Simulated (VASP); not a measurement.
Runs of VASP 6.6.1 on C. The structure is that of space group P-4m2 (No. 115), or close to it. The cells are those of the table. 

```csv
task,cell,k mesh,cutoff (eV),smearing,gap on the mesh (eV),pressure (GPa),relaxed volume (Å³/atom),largest force (eV/Å)
relaxation of cell and atoms,"relaxed from a = 3.421, b = 3.421, c = 3.231 Å, 5 atoms",8 × 8 × 8,600,gaussian 0.02 eV,(c),0.0,7.57,-
single point,"a = 3.405, b = 3.405, c = 3.162 Å, 5 atoms",6 × 6 × 6,520,gaussian 0.1 eV,3.09,20.8,-,4.45
relaxation of cell and atoms,"relaxed from a = 3.405, b = 3.405, c = 3.162 Å, 5 atoms",6 × 6 × 6,600,gaussian 0.1 eV,(a),-0.2,7.57,0.02
single point,"a = 3.421, b = 3.421, c = 3.231 Å, 5 atoms",6 × 6 × 6,520,gaussian 0.1 eV,1.86,(b),-,(d)
single point,"a = 3.422, b = 3.422, c = 3.232 Å, 5 atoms",8 × 8 × 8,520,gaussian 0.02 eV,1.83,0.5,-,0.05
```

Alike in all rows: level PBE; potentials or basis VASP PAW PBE potentials, release 64 (C); no spin polarisation.

Question: Fill in the values left out.

Answer: (a) 1.81; (b) 0.7; (c) 1.82; (d) 0.07.

Caveats: forces of over 1 eV/Å act on the atoms, so gaps and moduli don't describe the material at rest (some runs).

A k mesh can miss the band edges.
